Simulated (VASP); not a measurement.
# BP (F-43m) in VASP: a series of runs

The runs below take BP through single point, with r2SCAN.

All numbers are computed with VASP 6.6.1; they aren't measurements. Logs are shortened: lines on timing, memory, paths and dates and some standing lists are left out, and cuts for length are marked.

## 1. The cell of the first run

Symmetry: F-43m, No. 216, cubic system. The conventional cell has a = 4.538 Å, b = 4.538 Å, c = 4.538 Å, α = 90.00°, β = 90.00°, γ = 90.00°. Within 2.6 Å of B (site symmetry -43m) lie 4 P at 1.97 Å. P (site symmetry -43m) has 4 B at 1.97 Å within 2.6 Å.

## 2. Single point, r2SCAN

POSCAR

```
BP
1.0
    0.0000000000      2.2690000000      2.2690000000
    2.2690000000      0.0000000000      2.2690000000
    2.2690000000      2.2690000000      0.0000000000
B P
1 1
Direct
    0.0000000000      0.0000000000      0.0000000000
    0.2500000000      0.2500000000      0.2500000000
```

INCAR.step1

```
SYSTEM = BP
  ALGO = Normal
  EDIFF = 1E-4
  ENCUT = 520
  GGA = PE
  ISMEAR = 0
  LASPH = .True.
  LCHARG = .False.
  LREAL = .False.
  LWAVE = .True.
  NBANDS = 11
  NELM = 80
  PREC = Accurate
  SIGMA = 0.01
```

INCAR.step2

```
SYSTEM = BP
  ALGO = Normal
  EDIFF = 1E-6
  ENCUT = 520
  ISIF = 2
  ISMEAR = 0
  ISTART = 1
  LASPH = .True.
  LCHARG = .False.
  LMIXTAU = .True.
  LREAL = .False.
  LWAVE = .False.
  METAGGA = R2SCAN
  NBANDS = 11
  NELM = 80
  PREC = Accurate
  SIGMA = 0.01
```

KPOINTS

```
k-points
0
Gamma
  3 3 3
  0 0 0
```

Potentials or basis: VASP PAW PBE potentials, release 64 (B, P).

The run is started by

```sh
$ cat potpaw_PBE.64/B/POTCAR potpaw_PBE.64/P/POTCAR > POTCAR
$ cp INCAR.step1 INCAR
$ mpirun -np 1 vasp_std > vasp.out
$ cp INCAR.step2 INCAR
$ mpirun -np 1 vasp_std > vasp.out
```

OUTCAR:

```text
SYSTEM = BP
   EDIFF = 1E-6
   ENCUT = 520
   ISIF = 2
   ISMEAR = 0
   ISTART = 1
   LASPH = .True.
   LREAL = .False.
   METAGGA = R2SCAN
   NELM = 80
   PREC = Accurate

 ion  position               nearest neighbor table
   1  0.000  0.000  0.000-   2 1.97   2 1.97   2 1.97   2 1.97
   2  0.250  0.250  0.250-   1 1.97   1 1.97   1 1.97   1 1.97

  LATTYP: Found a face centered cubic cell.
 ALAT       =     4.5380000000

  Lattice vectors:

 A1 = (   0.0000000000,   2.2690000000,   2.2690000000)
 A2 = (   2.2690000000,   0.0000000000,   2.2690000000)
 A3 = (   2.2690000000,   2.2690000000,   0.0000000000)

Analysis of symmetry for initial positions (statically):
[... 5 lines left out ...]
 face centered cubic supercell.

 Subroutine GETGRP returns: Found 24 space group operations
 (whereof 24 operations were pure point group operations)
 out of a pool of 48 trial point group operations.

The static configuration has the point symmetry T_d .

Analysis of symmetry for dynamics (positions and initial velocities):
[... 5 lines left out ...]
 face centered cubic supercell.

 Subroutine GETGRP returns: Found 24 space group operations
 (whereof 24 operations were pure point group operations)
 out of a pool of 48 trial point group operations.

The dynamic configuration has the point symmetry T_d .

 Subroutine INISYM returns: Found 24 space group operations
 (whereof 24 operations are pure point group operations),
 and found     1 'primitive' translations

----------------------------------------------------------------------------------------

                                     Primitive cell

  volume of cell :      23.3633

  direct lattice vectors                    reciprocal lattice vectors
     0.000000000  2.269000000  2.269000000    -0.220361393  0.220361393  0.220361393
     2.269000000  0.000000000  2.269000000     0.220361393 -0.220361393  0.220361393
     2.269000000  2.269000000  0.000000000     0.220361393  0.220361393 -0.220361393

  length of vectors
     3.208850573  3.208850573  3.208850573     0.381677128  0.381677128  0.381677128

  position of ions in fractional coordinates (direct lattice)
     0.000000000  0.000000000  0.000000000
     0.250000000  0.250000000  0.250000000

  ion indices of the primitive-cell ions
   primitive index   ion index
                 1           1
                 2           2

----------------------------------------------------------------------------------------

 KPOINTS: k-points

Automatic generation of k-mesh.
 Grid dimensions read from file:
 generate k-points for:    3    3    3

 Generating k-lattice:

  Cartesian coordinates                     Fractional coordinates (reciprocal lattice)
    -0.073453798  0.073453798  0.073453798     0.333333333  0.000000000  0.000000000
     0.073453798 -0.073453798  0.073453798     0.000000000  0.333333333  0.000000000
     0.073453798  0.073453798 -0.073453798     0.000000000  0.000000000  0.333333333

  Length of vectors
     0.127225709  0.127225709  0.127225709

  Shift w.r.t. Gamma in fractional coordinates (k-lattice)
     0.000000000  0.000000000  0.000000000

 Subroutine IBZKPT returns following result:
 ===========================================

 Found      4 irreducible k-points:

 Following reciprocal coordinates:
            Coordinates               Weight
  0.000000  0.000000  0.000000      1.000000
  0.333333  0.000000  0.000000      8.000000
  0.333333  0.333333  0.000000      6.000000
 -0.333333  0.333333  0.000000     12.000000
   k-points           NKPTS =      4   k-points in BZ     NKDIM =      4   number of bands    NBANDS=     11
   number of dos      NEDOS =    301   number of ions     NIONS =      2
   total plane-waves  NPLWV =  13824
   dimension x,y,z NGX =    24 NGY =   24 NGZ =   24
   dimension x,y,z NGXF=    48 NGYF=   48 NGZF=   48
   ions per type =               1   1
   NGX,Y,Z   is equivalent  to a cutoff of  12.43, 12.43, 12.43 a.u.
   NGXF,Y,Z  is equivalent  to a cutoff of  24.87, 24.87, 24.87 a.u.
 SYSTEM =  BP
   PREC   = accura    normal or accurate (medium, high low for compatibility)
   ISTART =      1    job   : 0-new  1-cont  2-samecut
   ICHARG =      0    charge: 1-file 2-atom 10-const
   ISPIN  =      1    spin polarized calculation?
   LNONCOLLINEAR =      F non collinear calculations
   LSORBIT =      F    spin-orbit coupling
   LASPH  =      T    aspherical Exc in radial PAW
   ENCUT  =  520.0 eV  38.22 Ry    6.18 a.u.   5.97  5.97  5.97*2*pi/ulx,y,z
   NELM   =     80;   NELMIN=  2; NELMDL=  0     # of ELM steps
   EDIFF  = 0.1E-05   stopping-criterion for ELM
   LREAL  =      F    real-space projection
   EDIFFG = 0.1E-04   stopping-criterion for IOM
   NSW    =      0    number of steps for IOM
   IBRION =     -1    ionic relax: 0-MD 1-quasi-New 2-CG
   NFREE  =      0    steps in history (QN), initial steepest desc. (CG)
   ISIF   =      2    stress and relaxation
   ISYM   =      2    0-nonsym 1-usesym 2-fastsym
   POTIM  = 0.5000    time-step for ionic-motion
   TEBEG  =    0.0;   TEEND  =   0.0 temperature during run
   PSTRESS=    0.0 pullay stress
   NELECT =       8.0000    total number of electrons
   NUPDOWN=      -1.0000    fix difference up-down
   EMIN   =  10.00;   EMAX   =-10.00  energy-range for DOS
   EFERMI =   0.00;   METHOD = LEGACY
   ISMEAR =     0;   SIGMA  =   0.01  broadening in eV -4-tet -1-fermi 0-gaus
   EFERMI_NEDOS =   21; number of points for ismear=-14 and -15
   IALGO  =     38    algorithm
   IMIX   =      4    mixing-type and parameters
     AMIX     =   0.40;   BMIX     =  1.00
     AMIX_MAG =   1.60;   BMIX_MAG =  1.00
  volume/ion in A,a.u.               =      11.68        78.83
  Fermi-wavevector in a.u.,A,eV,Ry     =   1.145320  2.164342 17.847562  1.311759
  Thomas-Fermi vector in A             =   2.282009
   LORBIT       =      0    0 simple, 1 ext, 2 COOP (PROOUT), +10 PAW based schemes
   METAGGA = R2SCAN    functional components
   LHFCALC =     F    Hartree Fock is set to
   AEXX    =    0.0000 exact exchange contribution
   IVDW    =     0    specifies the selected vdW correction
   LEPSILON=     F    determine dielectric tensor
   LRPA    =     F    only Hartree local field effects (RPA)
 non-spin polarized calculation
 Gauss-broadening in eV      SIGMA  =   0.01
  energy-cutoff  :      520.00
  volume of cell :       23.36
 maximum number of plane-waves:       634
   NGX = 11   NGY = 11   NGZ = 11

 number of electron       8.0000000 magnetization

 Free energy of the ion-electron system (eV)
  ---------------------------------------------------
  ext. energy  EPLUGINS =         0.00000000
  ---------------------------------------------------
  free energy    TOTEN  =       -16.67150858 eV

  energy without entropy =      -16.67150858  energy(sigma->0) =      -16.67150858

 E-fermi :   7.5955     XC(G=0): -11.4493

 val. band max:        7.4891258553   @ k =   0.0000   0.0000   0.0000
 cond. band min:       9.0364935521   @ k =   0.3333   0.3333   0.0000
 fundamental gap:      1.5473676968
 Fermi energy:         7.5954951634

 k-point     1 :       0.0000    0.0000    0.0000
  band No.  band energies     occupation
      1      -8.7872      2.00000
      2       7.4891      2.00000
      3       7.4891      2.00000
      4       7.4891      2.00000
      5      11.1011      0.00000
      6      11.1011      0.00000
      7      11.1011      0.00000
      8      15.5152      0.00000
      9      19.7950      0.00000
     10      20.0656      0.00000
     11      20.0656      0.00000

 k-point     2 :       0.3333    0.0000    0.0000
  band No.  band energies     occupation
      1      -6.7735      2.00000
      2       0.3905      2.00000
      3       5.9263      2.00000
      4       5.9263      2.00000
      5      11.7276      0.00000
      6      12.6421      0.00000
      7      12.6421      0.00000
      8      18.3669      0.00000
      9      19.9469      0.00000
     10      19.9469      0.00000
     11      21.7558      0.00000

 k-point     3 :       0.3333    0.3333    0.0000
  band No.  band energies     occupation
      1      -6.0585      2.00000
      2       1.5560      2.00000
      3       3.7884      2.00000
      4       3.7884      2.00000
      5       9.0365      0.00000
      6      11.0550      0.00000
      7      17.7804      0.00000
      8      17.7804      0.00000
      9      22.1250      0.00000
     10      22.9848      0.00000
     11      25.7662      0.00000

 k-point     4 :      -0.3333    0.3333    0.0000
  band No.  band energies     occupation
      1      -4.1155      2.00000
      2      -0.8335      2.00000
      3       0.8466      2.00000
      4       4.2464      2.00000
      5      10.3623      0.00000
      6      16.2605      0.00000
      7      16.6160      0.00000
      8      17.9410      0.00000
      9      18.6292      0.00000
     10      19.7778      0.00000
     11      27.3578      0.00000

------------------------ aborting loop because EDIFF is reached ----------------------------------------

  FORCE on cell =-STRESS in cart. coord.  units (eV):
  Direction    XX          YY          ZZ          XY          YZ          ZX
  --------------------------------------------------------------------------------------
  -------------------------------------------------------------------------------------
  Total        0.4349742      0.4349742      0.4349742     -0.0000000      0.0000000      0.0000000
  in kB       29.8291322     29.8291322     29.8291322     -0.0000000      0.0000000      0.0000000
  external PRESSURE =      29.8291322 kB  Pullay stress =       0.0000000 kB

 VOLUME and BASIS-vectors are now :
 -----------------------------------------------------------------------------
  energy-cutoff  :      520.00
  volume of cell :       23.36
      direct lattice vectors                 reciprocal lattice vectors
     0.000000000  2.269000000  2.269000000    -0.220361393  0.220361393  0.220361393
     2.269000000  0.000000000  2.269000000     0.220361393 -0.220361393  0.220361393
     2.269000000  2.269000000  0.000000000     0.220361393  0.220361393 -0.220361393

 POSITION                                       TOTAL-FORCE (eV/Angst)
 -----------------------------------------------------------------------------------
      0.00000      0.00000      0.00000         0.000000      0.000000      0.000000
      1.13450      1.13450      1.13450        -0.000000     -0.000000     -0.000000
 -----------------------------------------------------------------------------------
    total drift:                                0.000000      0.000000      0.000000

  FREE ENERGIE OF THE ION-ELECTRON SYSTEM (eV)
  ---------------------------------------------------
  free  energy   TOTEN  =       -16.6715085840 eV

  energy  without entropy=      -16.6715085840  energy(sigma->0) =      -16.67150858
```

Wall time 20 s (1 thread of AMD EPYC 7R13, shared host); peak memory 0.1 GiB.

What came out:

```yaml
Free_energy: -16.6715 eV
Pressure: 3.0 GPa
Band_gap_on_the_k_mesh: 1.55 eV, indirect (least direct gap 3.61 eV)
```

Caveat: the k points lie up to 0.80 Å⁻¹ apart; the PAW data sets were made with another functional, which shifts forces and pressure a little. A k mesh can miss the band edges.

## 3. Single point, r2SCAN

POSCAR is that of step 2.

INCAR.step1

```
PREC     = Accurate       # precision mode
ENCUT    = 520            # plane-wave cutoff, eV
ISMEAR   = 0              # smearing method
SIGMA    = 0.01           # smearing width, eV
LREAL    = False          # projectors in reciprocal space
LASPH    = True           # aspherical terms in the spheres
NELM     = 80             # most SCF steps
NBANDS   = 11             # bands
GGA      = PE             # functional
ALGO     = Normal         # electronic algorithm
EDIFF    = 1E-4           # SCF threshold, eV
LWAVE    = True           # write WAVECAR
LCHARG   = False          # write CHGCAR
```

INCAR.step2

```
PREC     = Accurate       # precision mode
ENCUT    = 520            # plane-wave cutoff, eV
EDIFF    = 1E-6           # SCF threshold, eV
ISMEAR   = 0              # smearing method
SIGMA    = 0.01           # smearing width, eV
LREAL    = False          # projectors in reciprocal space
LASPH    = True           # aspherical terms in the spheres
NELM     = 80             # most SCF steps
ALGO     = Normal         # electronic algorithm
ISIF     = 2              # what is computed and relaxed
LWAVE    = False          # write WAVECAR
LCHARG   = False          # write CHGCAR
METAGGA  = R2SCAN         # meta-GGA
LMIXTAU  = True         
NBANDS   = 11             # bands
ISTART   = 1
```

KPOINTS

```
regular mesh
0
Gamma
  4 4 4
```

Potentials or basis: VASP PAW PBE potentials, release 64 (B, P).

The run is started by

```sh
$ cat potpaw_PBE.64/B/POTCAR potpaw_PBE.64/P/POTCAR > POTCAR
$ cp INCAR.step1 INCAR
$ mpirun -np 1 vasp_std > vasp.out
$ cp INCAR.step2 INCAR
$ mpirun -np 1 vasp_std > vasp.out
```

OUTCAR:

```text
PREC = Accurate
   ENCUT = 520
   EDIFF = 1E-6
   ISMEAR = 0
   LREAL = False
   LASPH = True
   NELM = 80
   ISIF = 2
   METAGGA = R2SCAN
   ISTART = 1

 ion  position               nearest neighbor table
   1  0.000  0.000  0.000-   2 1.97   2 1.97   2 1.97   2 1.97
   2  0.250  0.250  0.250-   1 1.97   1 1.97   1 1.97   1 1.97

  LATTYP: Found a face centered cubic cell.
 ALAT       =     4.5380000000

  Lattice vectors:

 A1 = (   0.0000000000,   2.2690000000,   2.2690000000)
 A2 = (   2.2690000000,   0.0000000000,   2.2690000000)
 A3 = (   2.2690000000,   2.2690000000,   0.0000000000)

Analysis of symmetry for initial positions (statically):
[... 5 lines left out ...]
 face centered cubic supercell.

 Subroutine GETGRP returns: Found 24 space group operations
 (whereof 24 operations were pure point group operations)
 out of a pool of 48 trial point group operations.

The static configuration has the point symmetry T_d .

Analysis of symmetry for dynamics (positions and initial velocities):
[... 5 lines left out ...]
 face centered cubic supercell.

 Subroutine GETGRP returns: Found 24 space group operations
 (whereof 24 operations were pure point group operations)
 out of a pool of 48 trial point group operations.
[... 140 lines left out ...]
  band No.  band energies     occupation
      1      -8.8402      2.00000
      2       7.4256      2.00000
      3       7.4256      2.00000
      4       7.4256      2.00000
      5      11.0551      0.00000
      6      11.0551      0.00000
      7      11.0551      0.00000
      8      15.4413      0.00000
      9      19.7954      0.00000
     10      20.0466      0.00000
     11      20.0466      0.00000
[... 85 lines left out ...]
 k-point     8 :      -0.2500    0.5000    0.2500
  band No.  band energies     occupation
      1      -3.3947      2.00000
      2      -1.1865      2.00000
      3       1.4914      2.00000
      4       1.6909      2.00000
      5      13.1940      0.00000
      6      14.5966      0.00000
      7      15.2283      0.00000
      8      15.3696      0.00000
      9      21.1969      0.00000
     10      24.6739      0.00000
     11      24.7867      0.00000

------------------------ aborting loop because EDIFF is reached ----------------------------------------

  FORCE on cell =-STRESS in cart. coord.  units (eV):
  Direction    XX          YY          ZZ          XY          YZ          ZX
  --------------------------------------------------------------------------------------
  -------------------------------------------------------------------------------------
  Total        0.0617631      0.0617631      0.0617631     -0.0000000     -0.0000000     -0.0000000
  in kB        4.2355168      4.2355168      4.2355168     -0.0000000     -0.0000000     -0.0000000
  external PRESSURE =       4.2355168 kB  Pullay stress =       0.0000000 kB

 VOLUME and BASIS-vectors are now :
 -----------------------------------------------------------------------------
  energy-cutoff  :      520.00
  volume of cell :       23.36
      direct lattice vectors                 reciprocal lattice vectors
     0.000000000  2.269000000  2.269000000    -0.220361393  0.220361393  0.220361393
     2.269000000  0.000000000  2.269000000     0.220361393 -0.220361393  0.220361393
     2.269000000  2.269000000  0.000000000     0.220361393  0.220361393 -0.220361393

 POSITION                                       TOTAL-FORCE (eV/Angst)
 -----------------------------------------------------------------------------------
      0.00000      0.00000      0.00000        -0.000000     -0.000000      0.000000
      1.13450      1.13450      1.13450         0.000000      0.000000     -0.000000
 -----------------------------------------------------------------------------------
    total drift:                                0.000000      0.000000      0.000000

  FREE ENERGIE OF THE ION-ELECTRON SYSTEM (eV)
  ---------------------------------------------------
  free  energy   TOTEN  =       -17.1383432769 eV

  energy  without entropy=      -17.1383432769  energy(sigma->0) =      -17.13834328
```

Run time: 28 s. Hardware: 1 thread of AMD EPYC 7R13, shared host; peak memory 0.1 GiB.

Results:

```yaml
Free_energy: -17.1383 eV
Pressure: 0.4 GPa
Band_gap_on_the_k_mesh: 1.52 eV, indirect (least direct gap 3.63 eV)
```

Levels at points of the mesh, in eV from the valence-band top:
| k point | band 1 | band 2 | band 3 | band 4 | band 5 | band 6 | band 7 | band 8 | band 9 |
| --- | --- | --- | --- | --- | --- | --- | --- | --- | --- |
| (0.00, 0.00, 0.00) | -16.27 | 0.00 | 0.00 | 0.00 | 3.63 | 3.63 | 3.63 | 8.02 | 12.37 |
| (0.50, 0.00, 0.00) | -12.77 | -9.51 | -1.87 | -1.87 | 4.13 | 5.01 | 5.01 | 10.90 | 15.46 |
| (0.50, 0.50, 0.00) | -11.10 | -9.13 | -4.35 | -4.35 | 1.52 | 1.89 | 13.06 | 13.06 | 16.40 |

Caveat: the k points lie up to 0.60 Å⁻¹ apart; the PAW data sets were made with another functional, which shifts forces and pressure a little. A k mesh can miss the band edges.
